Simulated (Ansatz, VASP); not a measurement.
**Tl: VASP beside Ansatz**

INCAR

```
ALGO = Normal
EDIFF = 1E-8
ENCUT = 520
GGA = PE
ISIF = 2
ISMEAR = -1
LASPH = T
LCHARG = F
LEFG = T
LREAL = F
LWAVE = F
NBANDS = 12
NELM = 60
PREC = Accurate
SIGMA = 0.03
```

Contents of KPOINTS:

```
k-points
0
Gamma
  13 13 13
```

Contents of POSCAR:

```
Tl
1.0
   -1.9295595657      1.9295595657      1.9295595657
    1.9295595657     -1.9295595657      1.9295595657
    1.9295595657      1.9295595657     -1.9295595657
Tl
1
Direct
    0.0000000000      0.0000000000      0.0000000000
```

Input for Ansatz:

```yaml
crystal:
  lattice:
    - [-1.9295595657, 1.9295595657, 1.9295595657]
    - [1.9295595657, -1.9295595657, 1.9295595657]
    - [1.9295595657, 1.9295595657, -1.9295595657]
  atoms:
    - { symbol: Tl, position: [0.0, 0.0, 0.0] }
kpoints:
  mp_grid: { grid: [13, 13, 13] }
scf:
  occupations: { method: fermi_dirac, width: 0.03 }
hamiltonian:
  xc: pbe
  pseudopotentials: { kind: paw }
output:
  forces: true
  stress: true
  eigenvalues: true
  efg: { contact_densities: true }
```

Change from the starting cell: volume scaled by 0.96, PAW files.

Alike in both runs: task electric field gradients; functional PBE; k mesh 13 × 13 × 13; occupations fermi-dirac, width 0.03 eV; no spin polarisation.

|  | VASP | Ansatz |
| --- | --- | --- |
| version | VASP 6.6.1 | Ansatz 0.2.0 |
| potentials or method | VASP PAW PBE potentials, release 64 (Tl_d) | PAW with Ansatz's default frozen-core files, scalar-relativistic |
| plane-wave cutoff (eV) | 520 | 420 |
| valence electrons in the cell | 13 | 13 |

Ansatz gave:

```
pressure (GPa) : 3.0
```

**Question.** Estimate VASP's values.

**Answer.** Pressure (GPa): 2.9.

With one functional, cell and mesh, what is left measures potentials, basis and numerics.

Spin-orbit coupling is off throughout.
